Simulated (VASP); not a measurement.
A run of VASP 6.6.1 is set up as follows.

File INCAR:

```
SYSTEM = LuTa2
PREC = Accurate
ENCUT = 520
EDIFF = 1E-6
ISMEAR = 0
SIGMA = 0.1
LREAL = .False.
LASPH = .True.
NELM = 60
ALGO = Fast
ISIF = 2
LWAVE = .False.
LCHARG = .False.
GGA = PE
NBANDS = 56
```

KPOINTS

```
regular mesh
0
Gamma
  6 6 2
  0 0 0
```

The input POSCAR:

```
LuTa2
1.0
    3.7092437240      0.0000000000      0.0000000000
    0.0000000000      3.7092437240      0.0000000000
    0.0000000000      0.0000000000     10.2303817186
Lu Ta
2 4
Direct
    0.0000000000      0.5000000000      0.7455761258
    0.5000000000      0.0000000000      0.2544238742
    0.0000000000      0.0000000000      0.0000000000
    0.5000000000      0.5000000000      0.0000000000
    0.0000000000      0.5000000000      0.4476287449
    0.5000000000      0.0000000000      0.5523712551
```

Potentials or basis: VASP PAW PBE potentials, release 64 (Lu, Ta_pv).

Launch:

```bash
$ cat potpaw_PBE.64/Lu/POTCAR potpaw_PBE.64/Ta_pv/POTCAR > POTCAR
$ mpirun -np 1 vasp_std > vasp.out
```

Task: Predict the band gap on the k mesh.

Result: Zero (bands 47 and 48 overlap by 1.07 eV).

Task: Predict the largest force.

Result: 0.021 eV/Å.

Task: What does it give for the pressure?

Result: 0.0 GPa.

Stress tensor (GPa, compression positive):
```
 0.03  0.00  0.00
 0.00  0.03  0.00
 0.00  0.00 -0.07
```

Caveat: spin-orbit coupling is left out, which moves the levels of the heavy elements.
